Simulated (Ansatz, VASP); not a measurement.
**H2CF2 in VASP and in Ansatz**

File INCAR:

```
PREC = Accurate
ENCUT = 520
EDIFF = 1E-7
ISMEAR = 0
SIGMA = 0.05
LREAL = F
LASPH = T
NELM = 60
ALGO = Normal
ISIF = 2
LWAVE = F
LCHARG = F
LDIPOL = T
IDIPOL = 3
DIPOL = 0.5 0.5 0.616
GGA = PE
IVDW = 12
NBANDS = 18
```

File KPOINTS:

```
regular mesh
0
Gamma
  3 2 1
```

The input POSCAR:

```
H2CF2
1.0
    6.4600897544      0.0000000000      0.0000000000
    0.0000000000      6.7788694381      0.0000000000
    0.0000000000      0.0000000000     25.6176812915
F C H
2 1 2
Direct
    0.1492443807      0.9523183538      0.6109501425
    0.4844724886      0.9904970621      0.5912825930
    0.3405433214      0.8709423433      0.6181935164
    0.3494316771      0.7227474724      0.6010856319
    0.3821750208      0.8818361882      0.6596117701
```

Input for Ansatz:

```yaml
crystal:
  lattice:
    - [6.4600897544, 0.0, 0.0]
    - [0.0, 6.7788694381, 0.0]
    - [0.0, 0.0, 25.6176812915]
  atoms:
    - { symbol: F, position: [0.1492443807, 0.9523183538, 0.6109501425] }
    - { symbol: C, position: [0.3405433214, 0.8709423433, 0.6181935164] }
    - { symbol: F, position: [0.4844724886, 0.9904970621, 0.591282593] }
    - { symbol: H, position: [0.3494316771, 0.7227474724, 0.6010856319] }
    - { symbol: H, position: [0.3821750208, 0.8818361882, 0.6596117701] }
basis:
  ecutwfc: 420
kpoints:
  mp_grid: { grid: [3, 2, 1] }
hamiltonian:
  xc: pbe
  dispersion: d3bj
scf:
  occupations: { method: gaussian, width: 0.05 }
output:
  forces: true
  eigenvalues: true
  write_density: true
  volumetric_format: npy
efield:
  axis: 3
  dipole_correction: true
  ramp_width: 0.04
```

Alike in both runs: task single point; functional PBE; dispersion D3(BJ); k mesh 3 × 2 × 1; occupations gaussian, width 0.05 eV; no spin polarisation.

|  | VASP | Ansatz |
| --- | --- | --- |
| version | VASP 6.6.1 | Ansatz 0.2.0 |
| potentials or method | VASP PAW PBE potentials, release 64 (F, C, H), cutoff 520 eV | scalar-relativistic, plane waves, PAW |
| valence electrons in the cell | 20 | 20 |

```tsv
	VASP	Ansatz	Ansatz less VASP
gap on the k mesh at the Fermi level (eV)	7.24	7.24	-0.007
rms of the force components (eV/Å)	0.379	0.456	+0.0771
```

The k mesh is coarse, so the values compare programs but aren't converged.
